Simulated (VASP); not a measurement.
TiO2:

```
CELL_PARAMETERS angstrom
-2.16817 2.16817 5.44211
2.16817 -2.16817 5.44211
2.16817 2.16817 -5.44211
ATOMIC_POSITIONS crystal
Ti 0.75000 0.25000 0.50000
Ti 0.00000 0.00000 0.00000
O 0.54200 0.04200 0.50000
O 0.79200 0.79200 0.00000
O 0.20800 0.20800 0.00000
O 0.95800 0.45800 0.50000
```

* Program: VASP 6.6.1
* Task: relaxation of cell and atoms
* Functional: PBE
* Potentials or basis: VASP PAW PBE potentials, release 64 (Ti_sv, O)
* Cutoff: 600 eV
* k mesh: 8 × 8 × 8
* Occupations: fermi-dirac, width 0.02 eV
* Spin: no spin polarisation

At the start: pressure -34.0 GPa; volume 17.06 Å³/atom.

Task: Where does the relaxation end?

Result: Over 11 steps the energy falls by 810.2 meV/atom and the volume is 11.70 Å³/atom (-31.4 %); space group I4_1/amd (No. 141, to 0.1 Å) before and after.

The path:
| step | energy change (eV) | largest force (eV/Å) | pressure (GPa) | volume (Å³) |
| --- | --- | --- | --- | --- |
| 1 | 0.0000 | 1.2860 | -34.02 | 102.33 |
| 2 | -2.2982 | 3.4648 | 67.88 | 57.52 |
| 3 | -4.8079 | 0.3968 | -2.87 | 71.70 |
| 4 | -4.8136 | 0.4748 | -1.21 | 71.11 |
| 5 | -4.8129 | 0.5500 | 0.41 | 70.56 |
| 6 | -4.8578 | 0.0764 | 1.23 | 69.69 |
| 7 | -4.8602 | 0.0306 | 0.99 | 69.85 |
| 8 | -4.8599 | 0.0357 | -1.05 | 70.53 |
| 9 | -4.8611 | 0.0003 | 0.00 | 70.17 |
| 10 | -4.8611 | 0.0010 | -0.02 | 70.17 |
| 11 | -4.8612 | 0.0046 | -0.01 | 70.17 |

Final structure:
```
Ti O
1.0
    -1.90186    1.90186    4.85005
     1.90186   -1.90186    4.85005
     1.90186    1.90186   -4.85005
Ti O
2 4
Direct
  0.75000 0.25000 0.50000
  0.00000 0.00000 0.00000
  0.54337 0.04337 0.50000
  0.79337 0.79337 0.00000
  0.20663 0.20663 0.00000
  0.95663 0.45663 0.50000
```

Caveat: the volume moved by over 15 % at a fixed basis, so the end points are rough.
